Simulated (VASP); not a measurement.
# MgI2 (P-3m1) in VASP: notebook

MgI2 is run at these levels: PBE+D3(BJ); tasks: single point.

All numbers are computed with VASP 6.6.1; they aren't measurements. Logs are shortened: lines on timing, memory, paths and dates and some standing lists are left out, and cuts for length are marked.

### Step 1. The cell of the first run

Symmetry: P-3m1, No. 164, trigonal system. Conventional cell: a = 4.486 Å, b = 4.486 Å, c = 6.588 Å, α = 90.00°, β = 90.00°, γ = 120.00°. Within 4.0 Å of Mg (site symmetry -3m) lie 6 I at 3.04 Å. Within 4.3 Å of I (site symmetry 3m) lie 3 Mg at 3.04 Å and 6 I at 4.11 to 4.27 Å.

### Step 2. Single point, PBE+D3(BJ) (strain +0.080 along x and y, -0.040 along z)

File INCAR:

```
SYSTEM = MgI2
ALGO     = Normal         ! electronic algorithm
EDIFF    = 1E-6           ! SCF threshold, eV
ENCUT    = 520            ! plane-wave cutoff, eV
GGA      = PE             ! functional
ISIF     = 2              ! what is computed and relaxed
ISMEAR   = 0              ! smearing method
IVDW     = 12             ! dispersion correction
LASPH    = .TRUE.         ! aspherical terms in the spheres
LCHARG   = .TRUE.         ! write CHGCAR
LELF     = .TRUE.         ! ELF
LREAL    = .FALSE.        ! projectors in reciprocal space
LVHAR    = .TRUE.       
LWAVE    = .FALSE.        ! write WAVECAR
NBANDS   = 15             ! bands
NELM     = 60             ! most SCF steps
PREC     = Accurate       ! precision mode
SIGMA    = 0.05           ! smearing width, eV
```

File KPOINTS:

```
k-points
0
G
  6 6 4
  0 0 0
```

File POSCAR:

```
MgI2
1.0
    4.4859961311      0.0000000000      0.0000000000
   -2.2429980655      3.8849866108      0.0000000000
    0.0000000000      0.0000000000      6.5875200000
Mg I
1 2
Direct
    0.0000000000      0.0000000000      0.0000000000
    0.3333333333      0.6666666667      0.7576300000
    0.6666666667      0.3333333333      0.2423700000
```

Potentials or basis: VASP PAW PBE potentials, release 64 (Mg, I).

The run is started by

```console
cat potpaw_PBE.64/Mg/POTCAR potpaw_PBE.64/I/POTCAR > POTCAR
mpirun -np 1 vasp_std > vasp.out
```

OUTCAR:

```text
SYSTEM = MgI2
   EDIFF = 1E-6
   ENCUT = 520
   GGA = PE
   ISIF = 2
   ISMEAR = 0
   IVDW = 12
   LASPH = .TRUE.
   LREAL = .FALSE.
   NELM = 60
   PREC = Accurate
 IVDW          = 12

 ion  position               nearest neighbor table
   1  0.000  0.000  0.000-   2 3.04   3 3.04   2 3.04   3 3.04   3 3.04   2 3.04
   2  0.333  0.667  0.758-   1 3.04   1 3.04   1 3.04
   3  0.667  0.333  0.242-   1 3.04   1 3.04   1 3.04

  LATTYP: Found a hexagonal cell.
 ALAT       =     4.4859961311
 C/A-ratio  =     1.4684631479

  Lattice vectors:

 A1 = (   4.4859961311,   0.0000000000,   0.0000000000)
 A2 = (  -2.2429980655,   3.8849866108,   0.0000000000)
 A3 = (   0.0000000000,   0.0000000000,   6.5875200000)

Analysis of symmetry for initial positions (statically):
=====================================================================
 Subroutine PRICEL returns:
 Original cell was already a primitive cell.

 Routine SETGRP: Setting up the symmetry group for a
 hexagonal supercell.

 Subroutine GETGRP returns: Found 12 space group operations
 (whereof 12 operations were pure point group operations)
 out of a pool of 24 trial point group operations.

The static configuration has the point symmetry D_3d.

Analysis of symmetry for dynamics (positions and initial velocities):
=====================================================================
 Subroutine PRICEL returns:
 Original cell was already a primitive cell.

 Routine SETGRP: Setting up the symmetry group for a
 hexagonal supercell.

 Subroutine GETGRP returns: Found 12 space group operations
 (whereof 12 operations were pure point group operations)
 out of a pool of 24 trial point group operations.

The dynamic configuration has the point symmetry D_3d.

 Subroutine INISYM returns: Found 12 space group operations
 (whereof 12 operations are pure point group operations),
 and found     1 'primitive' translations

----------------------------------------------------------------------------------------

                                     Primitive cell

  volume of cell :     114.8075

  direct lattice vectors                    reciprocal lattice vectors
     4.485996131  0.000000000  0.000000000     0.222915930  0.128700572  0.000000000
    -2.242998066  3.884986611  0.000000000     0.000000000  0.257401145  0.000000000
     0.000000000  0.000000000  6.587520000     0.000000000  0.000000000  0.151802196

  length of vectors
[... 93 lines left out ...]
   PSTRESS=    0.0 pullay stress
   NELECT =      16.0000    total number of electrons
   NUPDOWN=      -1.0000    fix difference up-down
   EMIN   =  10.00;   EMAX   =-10.00  energy-range for DOS
   EFERMI =   0.00;   METHOD = LEGACY
   ISMEAR =     0;   SIGMA  =   0.05  broadening in eV -4-tet -1-fermi 0-gaus
   EFERMI_NEDOS =   21; number of points for ismear=-14 and -15
   IALGO  =     38    algorithm
   IMIX   =      4    mixing-type and parameters
     AMIX     =   0.40;   BMIX     =  1.00
     AMIX_MAG =   1.60;   BMIX_MAG =  1.00
  volume/ion in A,a.u.               =      38.27       258.25
  Fermi-wavevector in a.u.,A,eV,Ry     =   0.848773  1.603948  9.801841  0.720415
  Thomas-Fermi vector in A             =   1.964489
   LORBIT       =      0    0 simple, 1 ext, 2 COOP (PROOUT), +10 PAW based schemes
   GGA     = PE    functional components
   LHFCALC =     F    Hartree Fock is set to
   AEXX    =    0.0000 exact exchange contribution
   IVDW    =    12    specifies the selected vdW correction
   LEPSILON=     F    determine dielectric tensor
   LRPA    =     F    only Hartree local field effects (RPA)
 non-spin polarized calculation
 Gauss-broadening in eV      SIGMA  =   0.05
  energy-cutoff  :      520.00
  volume of cell :      114.81
 maximum number of plane-waves:      3115
 NGX is ok and might be reduce to    36
   NGX = 17   NGY = 17   NGZ = 25

 number of electron      16.0000000 magnetization

 Free energy of the ion-electron system (eV)
  ---------------------------------------------------
  ext. energy  EPLUGINS =         0.00000000
  ---------------------------------------------------
  free energy    TOTEN  =        -7.56790411 eV

  energy without entropy =       -7.56790411  energy(sigma->0) =       -7.56790411

 E-fermi :   2.0193     XC(G=0):  -7.7681

 val. band max:        1.7432924523   @ k =   0.0000   0.0000   0.0000
 cond. band min:       4.3173637725   @ k =   0.0000   0.0000   0.0000
 fundamental gap:      2.5740713202
 Fermi energy:         2.0193113778

 k-point     1 :       0.0000    0.0000    0.0000
  band No.  band energies     occupation
      1     -10.2713      2.00000
      2      -9.5866      2.00000
      3      -1.5301      2.00000
      4       0.6427      2.00000
      5       0.6427      2.00000
      6       1.0671      2.00000
      7       1.0671      2.00000
      8       1.7433      2.00000
      9       4.3174      0.00000
     10       5.7573      0.00000
     11       7.5266      0.00000
     12       7.5266      0.00000
     13       9.3098      0.00000
     14       9.3098      0.00000
[... 401 lines left out ...]
      2      -9.6500      2.00000
      3      -1.4415      2.00000
      4      -1.0455      2.00000
      5      -1.0455      2.00000
      6      -0.3864      2.00000
      7       1.1992      2.00000
      8       1.1992      2.00000
      9       5.8647      0.00000
     10       7.5003      0.00000
     11       7.5003      0.00000
     12       8.6599      0.00000
     13       9.2323      0.00000
     14       9.6594      0.00000
     15       9.6598      0.00000

------------------------ aborting loop because EDIFF is reached ----------------------------------------

 Edisp (eV)   -0.81672

 E8    (eV) :    -0.3641

  FORCE on cell =-STRESS in cart. coord.  units (eV):
  Direction    XX          YY          ZZ          XY          YZ          ZX
  --------------------------------------------------------------------------------------
  -------------------------------------------------------------------------------------
  Total      -2.87888    -2.87888    -0.70501    -0.00000     0.00000     0.00000
  in kB     -40.17580   -40.17580    -9.83865    -0.00000     0.00000     0.00000
  external pressure =      -30.06 kB  Pullay stress =        0.00 kB

 VOLUME and BASIS-vectors are now :
 -----------------------------------------------------------------------------
  energy-cutoff  :      520.00
  volume of cell :      114.81
      direct lattice vectors                 reciprocal lattice vectors
     4.485996131  0.000000000  0.000000000     0.222915930  0.128700572  0.000000000
    -2.242998066  3.884986611  0.000000000     0.000000000  0.257401145  0.000000000
     0.000000000  0.000000000  6.587520000     0.000000000  0.000000000  0.151802196

 POSITION                                       TOTAL-FORCE (eV/Angst)
 -----------------------------------------------------------------------------------
      0.00000      0.00000      0.00000        -0.000000     -0.000000      0.000000
     -0.00000      2.58999      4.99090         0.000000     -0.000000      0.195862
      2.24300      1.29500      1.59662        -0.000000      0.000000     -0.195862
 -----------------------------------------------------------------------------------
    total drift:                               -0.000000      0.000000      0.000000

  FREE ENERGIE OF THE ION-ELECTRON SYSTEM (eV)
  ---------------------------------------------------
  free  energy   TOTEN  =        -8.3846212127 eV

  energy  without entropy=       -8.3846212127  energy(sigma->0) =       -8.38462121
```

OSZICAR:

```text
N       E                     dE             d eps       ncg     rms          rms(c)
DAV:   1     0.754653410067E+02    0.75465E+02   -0.56009E+03   720   0.824E+02
DAV:   2    -0.125942070414E+01   -0.76725E+02   -0.69475E+02  1015   0.128E+02
DAV:   3    -0.768939158327E+01   -0.64300E+01   -0.63942E+01   972   0.426E+01
DAV:   4    -0.781921531630E+01   -0.12982E+00   -0.12982E+00  1000   0.718E+00
DAV:   5    -0.782067164553E+01   -0.14563E-02   -0.14563E-02   981   0.712E-01    0.338E+00
DAV:   6    -0.761321518828E+01    0.20746E+00   -0.15898E-01   804   0.204E+00    0.235E+00
DAV:   7    -0.756892305237E+01    0.44292E-01   -0.13539E-01   840   0.182E+00    0.884E-01
DAV:   8    -0.756776986622E+01    0.11532E-02   -0.95938E-03   818   0.553E-01    0.237E-01
DAV:   9    -0.756790598381E+01   -0.13612E-03   -0.12556E-03   930   0.220E-01    0.751E-02
DAV:  10    -0.756789104372E+01    0.14940E-04   -0.47434E-05   902   0.424E-02    0.405E-02
DAV:  11    -0.756790408769E+01   -0.13044E-04   -0.20281E-05   902   0.291E-02    0.745E-03
DAV:  12    -0.756790410538E+01   -0.17693E-07   -0.30674E-06   930   0.987E-03
   1 F= -.83846212E+01 E0= -.83846212E+01  d E =-.114049E-16
```

stdout:

```text
POSCAR found type information on POSCAR MgI
 POSCAR found :  2 types and       3 ions
 scaLAPACK will be used
 LDA part: xc-table for (Slater+PW92), standard interpolation
 POSCAR, INCAR and KPOINTS ok, starting setup
 FFT: planning ... GRIDC
 FFT: planning ... GRID_SOFT
 FFT: planning ... GRID
 WAVECAR not read
 entering main loop
```

Run time: 58 s. Hardware: 1 thread of Intel Xeon 8259CL, shared host; peak memory 0.27 GiB.

Results:

```yaml
Free_energy: -8.3846 eV
Pressure: -3.0 GPa
Largest_force: 0.196 eV/Å
Band_gap_on_the_k_mesh: 2.57 eV
Dispersion_energy_per_atom: -0.272 eV
```

Forces in eV/Å, atoms in the order of the input:
```
Mg   0.000  0.000  0.000
I    0.000  0.000  0.196
I    0.000  0.000 -0.196
```

Levels at points of the mesh, in eV from the valence-band top:
```
           k point  band 4  band 5  band 6  band 7  band 8  band 9  band 10  band 11  band 12  band 13
(0.00, 0.00, 0.00)   -1.10   -1.10   -0.68   -0.68    0.00    2.57     4.01     5.78     5.78     7.57
(0.50, 0.00, 0.00)   -2.56   -1.85   -1.82   -1.00   -0.77    3.01     4.90     5.50     6.29     7.97
(0.00, 0.00, 0.50)   -1.37   -0.97   -0.97   -0.81   -0.81    3.45     4.12     5.53     5.53     7.08
(0.50, 0.00, 0.50)   -3.05   -1.63   -1.08   -1.04   -0.85    3.00     4.90     6.00     6.15     7.11
```

Caveat: the cell differs from its parent crystal (strain +0.080 along x and y, -0.040 along z); the cell stands under tension; spin-orbit coupling is left out, which moves the levels of the heavy elements. A k mesh can miss the band edges.

### Step 3. Single point, PBE+D3(BJ) (strain +0.080 along x and y, +0.000 along z)

File INCAR:

```
SYSTEM = MgI2
PREC     = Accurate       ! precision mode
ENCUT    = 520            ! plane-wave cutoff, eV
EDIFF    = 1E-6           ! SCF threshold, eV
ISMEAR   = 0              ! smearing method
SIGMA    = 0.05           ! smearing width, eV
LREAL    = .FALSE.        ! projectors in reciprocal space
LASPH    = .TRUE.         ! aspherical terms in the spheres
NELM     = 100            ! most SCF steps
ALGO     = Normal         ! electronic algorithm
ISIF     = 2              ! what is computed and relaxed
LWAVE    = .FALSE.        ! write WAVECAR
LCHARG   = .TRUE.         ! write CHGCAR
GGA      = PE             ! functional
IVDW     = 12             ! dispersion correction
LELF     = .TRUE.         ! ELF
LVHAR    = .TRUE.       
NBANDS   = 15             ! bands
```

File KPOINTS:

```
regular mesh
0
G
  6 6 4
  0 0 0
```

POSCAR, as its differences from that of step 2:

```diff
@@ -4,3 +4,3 @@
    -2.2429980655      3.8849866108      0.0000000000
-    0.0000000000      0.0000000000      6.5875200000
+    0.0000000000      0.0000000000      6.8620000000
 Mg I
```

Potentials or basis: VASP PAW PBE potentials, release 64 (Mg, I).

The run is started by

```console
cat potpaw_PBE.64/Mg/POTCAR potpaw_PBE.64/I/POTCAR > POTCAR
mpirun -np 1 vasp_std > vasp.out
```

Run time: 71 s. Hardware: 1 thread of Intel Xeon 8259CL, shared host; peak memory 0.26 GiB.

Results (log left out):

```yaml
Free_energy: -8.3367 eV
Pressure: -3.6 GPa
Largest_force: 0.407 eV/Å
Band_gap_on_the_k_mesh: 2.69 eV
Dispersion_energy_per_atom: -0.261 eV
```

Forces in eV/Å, atoms in the order of the input:
```
Mg   0.000  0.000  0.000
I    0.000  0.000  0.407
I    0.000  0.000 -0.407
```

Stress tensor (GPa, compression positive):
```
-4.36  0.00  0.00
 0.00 -4.36  0.00
 0.00  0.00 -2.20
```

Levels at points of the mesh, in eV from the valence-band top:
```csv
k point,band 6,band 7,band 8,band 9,band 10,band 11
"(0.00, 0.00, 0.00)",-0.47,-0.47,0.00,2.69,4.25,5.99
"(0.50, 0.00, 0.00)",-1.52,-0.83,-0.61,3.14,4.99,5.60
"(0.00, 0.00, 0.50)",-0.71,-0.57,-0.57,3.53,4.28,5.79
"(0.50, 0.00, 0.50)",-0.96,-0.86,-0.72,3.06,5.02,6.00
```

Caveat: the cell differs from its parent crystal (strain +0.080 along x and y, +0.000 along z); the cell stands under tension; spin-orbit coupling is left out, which moves the levels of the heavy elements. A k mesh can miss the band edges.

(Continued in part 2 of 3.)
